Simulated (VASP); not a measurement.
# Ge (Cmmm) in VASP: further runs

Ge is run at these levels: PBEsol; tasks: relaxation of cell and atoms.

Everything below comes from runs of VASP 6.6.1. Logs are shortened: lines on timing, memory, paths and dates and some standing lists are left out, and cuts for length are marked.

**1. The cell of the first run**

The structure is orthorhombic, space group Cmmm (No. 65). The conventional cell has a = 2.794 Å, b = 5.201 Å, c = 2.698 Å, α = 90.00°, β = 90.00°, γ = 90.00°. Within 3.6 Å of Ge (site symmetry mmm) lie 8 Ge at 2.70 to 2.95 Å.

**2. Relaxation of cell and atoms, PBEsol**

INCAR

```
SYSTEM = Ge
PREC = Accurate
ENCUT = 600
EDIFF = 1E-6
ISMEAR = -1
SIGMA = 0.05
LREAL = .FALSE.
LASPH = .TRUE.
NELM = 80
ALGO = Normal
ISIF = 3
LWAVE = .FALSE.
LCHARG = .FALSE.
GGA = PS
IBRION = 2
NSW = 80
EDIFFG = -0.01
```

KPOINTS

```
regular mesh
0
G
  11 11 10
  0 0 0
```

POSCAR

```
Ge
1.0
    1.3971490000     -2.6005160000      0.0000000000
    1.3971490000      2.6005160000      0.0000000000
    0.0000000000      0.0000000000      2.6982310000
Ge
1
Direct
    0.5000000000      0.5000000000      0.0000000000
```

Potentials or basis: VASP PAW PBE potentials, release 64 (Ge_d).

The run is started by

```
cat potpaw_PBE.64/Ge_d/POTCAR > POTCAR
mpirun -np 1 vasp_std > vasp.out
```

OUTCAR:

```text
SYSTEM = Ge
   PREC = Accurate
   ENCUT = 600
   EDIFF = 1E-6
   ISMEAR = -1
   LREAL = .FALSE.
   LASPH = .TRUE.
   NELM = 80
   ISIF = 3
   GGA = PS
   IBRION = 2
   NSW = 80
   EDIFFG = -0.01

 ion  position               nearest neighbor table
   1  0.500  0.500  0.000-

  LATTYP: Found a base centered orthorhombic cell.
 ALAT       =     2.7942980000
 B/A-ratio  =     1.8613018368
 C/A-ratio  =     0.9656203454

  Lattice vectors:

 A1 = (   1.3971490000,  -2.6005160000,   0.0000000000)
 A2 = (   1.3971490000,   2.6005160000,   0.0000000000)
 A3 = (   0.0000000000,   0.0000000000,   2.6982310000)

Analysis of symmetry for initial positions (statically):
=====================================================================
 Subroutine PRICEL returns:
 Original cell was already a primitive cell.

 Routine SETGRP: Setting up the symmetry group for a
 base centered orthorhombic supercell.

 Subroutine GETGRP returns: Found  8 space group operations
 (whereof  8 operations were pure point group operations)
 out of a pool of  8 trial point group operations.

The static configuration has the point symmetry D_2h.

Analysis of symmetry for dynamics (positions and initial velocities):
=====================================================================
 Subroutine PRICEL returns:
 Original cell was already a primitive cell.

 Routine SETGRP: Setting up the symmetry group for a
 base centered orthorhombic supercell.

 Subroutine GETGRP returns: Found  8 space group operations
 (whereof  8 operations were pure point group operations)
 out of a pool of  8 trial point group operations.

The dynamic configuration has the point symmetry D_2h.

 Subroutine INISYM returns: Found  8 space group operations
 (whereof  8 operations are pure point group operations),
 and found     1 'primitive' translations

----------------------------------------------------------------------------------------

                                     Primitive cell

  volume of cell :      19.6070

  direct lattice vectors                    reciprocal lattice vectors
     1.397149000 -2.600516000  0.000000000     0.357871637 -0.192269534  0.000000000
     1.397149000  2.600516000  0.000000000     0.357871637  0.192269534  0.000000000
     0.000000000  0.000000000  2.698231000     0.000000000  0.000000000  0.370613191

  length of vectors
     2.952068562  2.952068562  2.698231000     0.406250763  0.406250763  0.370613191

  position of ions in fractional coordinates (direct lattice)
     0.500000000  0.500000000  0.000000000

  ion indices of the primitive-cell ions
   primitive index   ion index
                 1           1

----------------------------------------------------------------------------------------

 KPOINTS: regular mesh

Automatic generation of k-mesh.
 Grid dimensions read from file:
 generate k-points for:   11   11   10

 Generating k-lattice:

  Cartesian coordinates                     Fractional coordinates (reciprocal lattice)
     0.032533785 -0.017479049  0.000000000     0.090909091  0.000000000  0.000000000
     0.032533785  0.017479049  0.000000000     0.000000000  0.090909091  0.000000000
     0.000000000  0.000000000  0.037061319     0.000000000  0.000000000  0.100000000

  Length of vectors
     0.036931888  0.036931888  0.037061319

  Shift w.r.t. Gamma in fractional coordinates (k-lattice)
     0.000000000  0.000000000  0.000000000

 Subroutine IBZKPT returns following result:
 ===========================================

 Found    216 irreducible k-points:

 Following reciprocal coordinates:
            Coordinates               Weight
  0.000000  0.000000  0.000000      1.000000
  0.090909  0.000000  0.000000      4.000000
  0.181818 -0.000000  0.000000      4.000000
  0.272727 -0.000000  0.000000      4.000000
  0.363636 -0.000000  0.000000      4.000000
  0.454545 -0.000000  0.000000      4.000000
[... 16 lines left out ...]
 -0.272727  0.181818  0.000000      4.000000
 -0.181818  0.181818  0.000000      2.000000
 [... further k-points ...]
[... 40 lines left out ...]

 number of electron      14.0000008 magnetization

 Free energy of the ion-electron system (eV)
  ---------------------------------------------------
  ext. energy  EPLUGINS =         0.00000000
  ---------------------------------------------------
  free energy    TOTEN  =        -4.73252938 eV

  energy without entropy =       -4.72856328  energy(sigma->0) =       -4.73054633

------------------------ aborting loop because EDIFF is reached ----------------------------------------

  FORCE on cell =-STRESS in cart. coord.  units (eV):
  Direction    XX          YY          ZZ          XY          YZ          ZX
  --------------------------------------------------------------------------------------
  -------------------------------------------------------------------------------------
  Total       -0.3386755     -0.7220792     -0.4649946      0.0000000      0.0000000      0.0000000
  in kB      -27.6747022    -59.0043544    -37.9968079      0.0000000      0.0000000      0.0000000
  external PRESSURE =     -41.5586215 kB  Pullay stress =       0.0000000 kB
[... 86 lines left out ...]
  FREE ENERGIE OF THE ION-ELECTRON SYSTEM (eV)
  ---------------------------------------------------
  free  energy   TOTEN  =        -4.7505581740 eV

  energy  without entropy=       -4.7467691815  energy(sigma->0) =       -4.74866368

[... ionic steps 4 to 8 ...]

--------------------------------------- Ionic step        9  -------------------------------------------

 number of electron      13.9999998 magnetization

------------------------ aborting loop because EDIFF is reached ----------------------------------------

  FORCE on cell =-STRESS in cart. coord.  units (eV):
  Direction    XX          YY          ZZ          XY          YZ          ZX
  --------------------------------------------------------------------------------------
  -------------------------------------------------------------------------------------
  Total        0.0414241      0.0219770     -0.0096409      0.0000000      0.0000000      0.0000000
  in kB        3.6111332      1.9158394     -0.8404458      0.0000000      0.0000000      0.0000000
  external PRESSURE =       1.5621756 kB  Pullay stress =       0.0000000 kB
[... 55 lines left out ...]
  energy  without entropy=       -4.7485480120  energy(sigma->0) =       -4.75074557

--------------------------------------- Ionic step       11  -------------------------------------------

 number of electron      13.9999999 magnetization

 Free energy of the ion-electron system (eV)
  ---------------------------------------------------
  ext. energy  EPLUGINS =         0.00000000
  ---------------------------------------------------
  free energy    TOTEN  =        -4.75292887 eV

  energy without entropy =       -4.74855632  energy(sigma->0) =       -4.75074260

 E-fermi :   6.7725     XC(G=0): -11.5006

 val. band max:        6.7518583073   @ k =   0.4545   0.1818   0.4000
 cond. band min:       6.7873188705   @ k =   0.3636   0.1818   0.4000
 fundamental gap:      0.0354605633
 Fermi energy:         6.7724577809

 k-point     1 :       0.0000    0.0000    0.0000
  band No.  band energies     occupation
      1     -17.9498      2.00000
      2     -17.8734      2.00000
      3     -17.8571      2.00000
      4     -17.6997      2.00000
      5     -17.6941      2.00000
      6      -6.6421      2.00000
      7      13.3344      0.00000
      8      15.2564      0.00000
      9      15.6344      0.00000
     10      16.9405      0.00000
     11      20.8992      0.00000
[... 309 lines left out ...]
 k-point    24 :      -0.1818    0.1818    0.0000
  band No.  band energies     occupation
      1     -17.9337      2.00000
      2     -17.8750      2.00000
      3     -17.8180      2.00000
      4     -17.7171      2.00000
      5     -17.6980      2.00000
      6      -5.8380      2.00000
      7       9.9292      0.00000
      8      13.7886      0.00000
      9      14.1123      0.00000
     10      17.2612      0.00000
     11      18.7835      0.00000

 [... further k-points ...]
[... 5 lines left out ...]
  --------------------------------------------------------------------------------------
  -------------------------------------------------------------------------------------
  Total       -0.0024541     -0.0094166      0.0010406     -0.0000000      0.0000000      0.0000000
  in kB       -0.2134131     -0.8188695      0.0904879     -0.0000000      0.0000000      0.0000000
  external PRESSURE =      -0.3139316 kB  Pullay stress =       0.0000000 kB
[... 16 lines left out ...]
  FREE ENERGIE OF THE ION-ELECTRON SYSTEM (eV)
  ---------------------------------------------------
  free  energy   TOTEN  =        -4.7529288703 eV

  energy  without entropy=       -4.7485563232  energy(sigma->0) =       -4.75074260

 reached required accuracy - stopping structural energy minimisation
```

Run time: 71 s. Hardware: 1 thread of Intel Xeon 6975P-C (Granite Rapids), shared host; peak memory 0.19 GiB.

Results:

```yaml
Free_energy: -4.7529 eV
Relaxed_volume: 18.42 Å³/atom
Relaxed_cell: a = 2.836 Å, b = 2.836 Å, c = 2.671 Å, α = 90.00°, β = 90.00°, γ = 120.92°
Space_group_after_relaxing_to_0.05_Å: Cmmm (No. 65)
Energy_gained_by_relaxing: 20.4 meV/atom
Ionic_steps: 11
Pressure_after_relaxing: 0.0 GPa
Band_gap_on_the_k_mesh: zero (band 7 reaches 13.54 eV, above the bottom of band 8 at 4.26 eV)
```

Stress tensor (GPa, compression positive):
```
-0.02  0.00  0.00
 0.00 -0.08  0.00
 0.00  0.00  0.01
```

The path:
```tsv
step	energy change (eV)	largest force (eV/Å)	pressure (GPa)	volume (Å³)
1	0.0000	0.0000	-4.16	19.61
2	-0.0176	0.0000	1.00	18.20
3	-0.0180	0.0000	0.17	18.37
4	-0.0180	0.0000	0.48	18.34
5	-0.0197	0.0000	0.25	18.36
6	-0.0202	0.0000	0.18	18.37
7	-0.0203	0.0000	0.07	18.38
8	-0.0204	0.0000	0.10	18.38
9	-0.0204	0.0000	0.16	18.38
10	-0.0204	0.0000	-0.15	18.44
11	-0.0204	0.0000	-0.03	18.42
```

Final structure:
```xyz
1
Lattice="1.3981 -2.4672 0.0000 1.3981 2.4672 0.0000 0.0000 0.0000 2.6706" Properties=species:S:1:pos:R:3 pbc="T T T"
Ge    1.3981    0.0000    0.0000
```

Levels at points of the mesh, in eV from the Fermi level:
| k point | band 5 | band 6 | band 7 | band 8 | band 9 | band 10 |
| --- | --- | --- | --- | --- | --- | --- |
| (0.00, 0.00, 0.00) | -24.47 | -13.41 | 6.56 | 8.48 | 8.86 | 10.17 |
| (0.00, 0.00, 0.50) | -24.51 | -9.52 | -6.12 | 11.44 | 11.82 | 17.08 |

Caveat: the PAW data sets were made with another functional, which shifts forces and pressure a little.

**3. Relaxation of cell and atoms, PBEsol, target pressure 5 GPa, at which the enthalpy is minimised**

INCAR

```
SYSTEM = Ge
ALGO = Normal
EDIFF = 1E-7
EDIFFG = -0.01
ENCUT = 600
GGA = PS
IBRION = 2
ISIF = 3
ISMEAR = -1
LASPH = .True.
LCHARG = .False.
LREAL = .False.
LWAVE = .False.
NELM = 100
NSW = 80
PREC = Accurate
PSTRESS = 50.0
SIGMA = 0.05
```

KPOINTS

```
k-points
0
Gamma
  11 11 10
  0 0 0
```

POSCAR is that of step 2.

Potentials or basis: VASP PAW PBE potentials, release 64 (Ge_d).

The run is started by

```
cat potpaw_PBE.64/Ge_d/POTCAR > POTCAR
mpirun -np 1 vasp_std > vasp.out
```

Wall time 87 s (1 thread of Intel Xeon 6975P-C (Granite Rapids), shared host); peak memory 0.19 GiB.

The run converged. Its results:

```
Free energy                                            : -4.7377 eV
Relaxed volume                                         : 17.38 Å³/atom
Relaxed cell                                           : a = 2.783 Å, b = 2.783 Å, c = 2.618 Å, α = 90.00°, β = 90.00°, γ = 121.03°
Space group after relaxing (to 0.05 Å)                 : Cmmm (No. 65)
Energy change on relaxing (the enthalpy is what falls) : -5.1 meV/atom
Ionic steps                                            : 12
Pressure after relaxing                                : 5.0 GPa
Band gap on the k mesh                                 : zero (band 7 reaches 14.54 eV, above the bottom of band 8 at 4.72 eV)
```

The path:
| step | energy change (eV) | largest force (eV/Å) | pressure (GPa) | volume (Å³) |
| --- | --- | --- | --- | --- |
| 1 | 0.0000 | 0.0000 | -4.16 | 19.61 |
| 2 | 0.0343 | 0.0000 | 10.02 | 16.59 |
| 3 | -0.0014 | 0.0000 | 5.15 | 17.38 |
| 4 | 0.0000 | 0.0000 | 5.34 | 17.33 |
| 5 | -0.0026 | 0.0000 | 5.32 | 17.33 |
| 6 | -0.0035 | 0.0000 | 5.30 | 17.33 |
| 7 | -0.0036 | 0.0000 | 5.30 | 17.33 |
| 8 | -0.0036 | 0.0000 | 5.28 | 17.33 |
| 9 | -0.0063 | 0.0000 | 4.81 | 17.42 |
| 10 | -0.0049 | 0.0000 | 5.07 | 17.37 |
| 11 | -0.0053 | 0.0000 | 4.94 | 17.38 |
| 12 | -0.0051 | 0.0000 | 5.04 | 17.38 |

Final structure:
```yaml
crystal:
  lattice:
    - [1.36981, -2.42268, 0.00000]
    - [1.36981, 2.42268, 0.00000]
    - [0.00000, 0.00000, 2.61822]
  atoms:
    - { symbol: Ge, position: [0.50000, 0.50000, 0.00000] }
```

Levels at points of the mesh, in eV from the Fermi level:
| k point | band 3 | band 4 | band 5 | band 6 | band 7 | band 8 | band 9 | band 10 | band 11 |
| --- | --- | --- | --- | --- | --- | --- | --- | --- | --- |
| (0.00, 0.00, 0.00) | -24.68 | -24.50 | -24.49 | -13.94 | 6.87 | 8.95 | 9.40 | 10.42 | 14.47 |
| (0.00, 0.00, 0.50) | -24.59 | -24.58 | -24.55 | -9.75 | -6.53 | 12.19 | 12.65 | 17.61 | 18.11 |

Caveat: the cell is relaxed towards a set pressure, so the enthalpy falls and the energy may rise; the PAW data sets were made with another functional, which shifts forces and pressure a little.

**4. Relaxation of cell and atoms, PBEsol, target pressure 10 GPa, at which the enthalpy is minimised**

INCAR

```
PREC = Accurate
ENCUT = 600
EDIFF = 1E-6
ISMEAR = -1
SIGMA = 0.05
LREAL = F
LASPH = T
NELM = 100
ALGO = Normal
ISIF = 3
LWAVE = F
LCHARG = F
GGA = PS
IBRION = 2
NSW = 80
EDIFFG = -0.01
PSTRESS = 100.0
```

KPOINTS

```
Automatic mesh
0
Gamma
  11 11 10
```

POSCAR is that of step 3.

The run is started by

```
cat potpaw_PBE.64/Ge_d/POTCAR > POTCAR
mpirun -np 1 vasp_std > vasp.out
```

Wall time 66 s (1 thread of Intel Xeon 6975P-C (Granite Rapids), shared host); peak memory 0.19 GiB.

It converged, with:

```yaml
Free_energy: -4.7019 eV
Relaxed_volume: 16.61 Å³/atom
Relaxed_cell: a = 2.744 Å, b = 2.744 Å, c = 2.577 Å, α = 90.00°, β = 90.00°, γ = 121.19°
Space_group_after_relaxing_to_0.05_Å: Cmmm (No. 65)
Energy_change_on_relaxing_the_enthalpy_is_what_falls: +30.7 meV/atom
Ionic_steps: 9
Pressure_after_relaxing: 10.0 GPa
Band_gap_on_the_k_mesh: zero (band 7 reaches 15.37 eV, above the bottom of band 8 at 5.08 eV)
```

Stress tensor (GPa, compression positive):
```
 9.97  0.00  0.00
 0.00  9.92  0.00
 0.00  0.00 10.09
```

The path:
```csv
step,energy change (eV),largest force (eV/Å),pressure (GPa),volume (Å³)
1,0.0000,0.0000,-4.16,19.61
2,0.1886,0.0000,23.79,15.09
3,0.0337,0.0000,10.22,16.62
4,0.0303,0.0000,9.50,16.68
5,0.0279,0.0000,9.56,16.67
6,0.0272,0.0000,9.64,16.67
7,0.0273,0.0000,9.57,16.66
8,0.0350,0.0000,10.60,16.54
9,0.0307,0.0000,10.00,16.61
```

Final structure:
```xyz
1
Lattice="1.3476 -2.3908 0.0000 1.3476 2.3908 0.0000 0.0000 0.0000 2.5770" Properties=species:S:1:pos:R:3 pbc="T T T"
Ge    1.3476    0.0000    0.0000
```

Levels at points of the mesh, in eV from the Fermi level:
| k point | band 3 | band 4 | band 5 | band 6 | band 7 | band 8 | band 9 | band 10 | band 11 |
| --- | --- | --- | --- | --- | --- | --- | --- | --- | --- |
| (0.00, 0.00, 0.00) | -24.72 | -24.52 | -24.52 | -14.37 | 7.14 | 9.29 | 9.84 | 10.64 | 14.70 |
| (0.00, 0.00, 0.50) | -24.62 | -24.61 | -24.59 | -9.93 | -6.87 | 12.78 | 13.35 | 18.01 | 18.52 |

Caveat: the cell is relaxed towards a set pressure, so the enthalpy falls and the energy may rise; the volume moved by over 15 % at a fixed basis, so the end points are rough; the PAW data sets were made with another functional, which shifts forces and pressure a little.

**5. Relaxation of cell and atoms, PBEsol, target pressure 20 GPa, at which the enthalpy is minimised**

INCAR

```
PREC     = Accurate       # precision mode
ENCUT    = 600            # plane-wave cutoff, eV
EDIFF    = 1E-7           # SCF threshold, eV
ISMEAR   = -1             # smearing method
SIGMA    = 0.05           # smearing width, eV
LREAL    = F              # projectors in reciprocal space
LASPH    = T              # aspherical terms in the spheres
NELM     = 80             # most SCF steps
ALGO     = Normal         # electronic algorithm
ISIF     = 3              # what is computed and relaxed
LWAVE    = F              # write WAVECAR
LCHARG   = F              # write CHGCAR
GGA      = PS             # functional
IBRION   = 2              # ionic algorithm
NSW      = 80             # ionic steps
EDIFFG   = -0.01          # ionic threshold
PSTRESS  = 200.0
```

KPOINTS is that of step 4.

POSCAR is that of step 4.

The run is started by

```
cat potpaw_PBE.64/Ge_d/POTCAR > POTCAR
mpirun -np 1 vasp_std > vasp.out
```

Run time: 99 s. Hardware: 1 thread of Intel Xeon 6975P-C (Granite Rapids), shared host; peak memory 0.2 GiB.

It converged, with:

* Free energy: -4.5978 eV
* Relaxed volume: 15.47 Å³/atom
* Relaxed cell: a = 2.684 Å, b = 2.684 Å, c = 2.515 Å, α = 90.00°, β = 90.00°, γ = 121.35°
* Space group after relaxing (to 0.05 Å): Cmmm (No. 65)
* Energy change on relaxing (the enthalpy is what falls): +134.7 meV/atom
* Ionic steps: 13
* Pressure after relaxing: 20.1 GPa
* Band gap on the k mesh: zero (band 7 reaches 16.71 eV, above the bottom of band 8 at 5.69 eV)

The path:
| step | energy change (eV) | largest force (eV/Å) | pressure (GPa) | volume (Å³) |
| --- | --- | --- | --- | --- |
| 1 | 0.0000 | 0.0000 | -4.16 | 19.61 |
| 2 | 0.9794 | 0.0000 | 77.13 | 12.35 |
| 3 | 0.1219 | 0.0000 | 18.27 | 15.61 |
| 4 | 0.1375 | 0.0000 | 19.52 | 15.47 |
| 5 | 0.1470 | 0.0000 | 20.33 | 15.40 |
| 6 | 0.1461 | 0.0000 | 20.44 | 15.40 |
| 7 | 0.1461 | 0.0000 | 20.48 | 15.40 |
| 8 | 0.1411 | 0.0000 | 20.22 | 15.43 |
| 9 | 0.1272 | 0.0000 | 19.32 | 15.54 |
| 10 | 0.1332 | 0.0000 | 19.94 | 15.49 |
| 11 | 0.1325 | 0.0000 | 19.87 | 15.49 |
| 12 | 0.1327 | 0.0000 | 19.85 | 15.49 |
| 13 | 0.1347 | 0.0000 | 20.08 | 15.47 |

Final structure:
```
Ge
1.0
     1.31472   -2.34029    0.00000
     1.31472    2.34029    0.00000
     0.00000    0.00000    2.51471
Ge
1
Cartesian
  1.3147 0.0000 0.0000
```

Levels at points of the mesh, in eV from the Fermi level:
```
           k point  band 4  band 5  band 6  band 7  band 8  band 9  band 10  band 11
(0.00, 0.00, 0.00)  -24.60  -24.59  -15.11    7.54    9.83   10.52    10.97    15.08
(0.00, 0.00, 0.50)  -24.71  -24.69  -10.24   -7.45   13.74   14.45    18.62    19.18
```

Caveat: the cell is relaxed towards a set pressure, so the enthalpy falls and the energy may rise; the volume moved by over 15 % at a fixed basis, so the end points are rough; the PAW data sets were made with another functional, which shifts forces and pressure a little.

**6. Summary**

```tsv
cell	gap on the mesh (eV)	pressure (GPa)
relaxed	none	0.0
relaxed to 5 GPa	none	5.0
relaxed to 10 GPa	none	10.0
relaxed to 20 GPa	none	20.1
```

Alike in all rows: task relaxation of cell and atoms; level PBEsol; potentials or basis VASP PAW PBE potentials, release 64 (Ge_d); no spin polarisation; k mesh 11 × 11 × 10; cutoff (eV) 600; smearing fermi-dirac 0.05 eV.

Caveats: the PAW data sets were made with another functional, which shifts forces and pressure a little; the cell is relaxed towards a set pressure, so the enthalpy falls and the energy may rise (some runs); the volume moved by over 15 % at a fixed basis, so the end points are rough (some runs).

Total energies depend on the potentials used, so only differences within one code and one set of settings carry meaning.
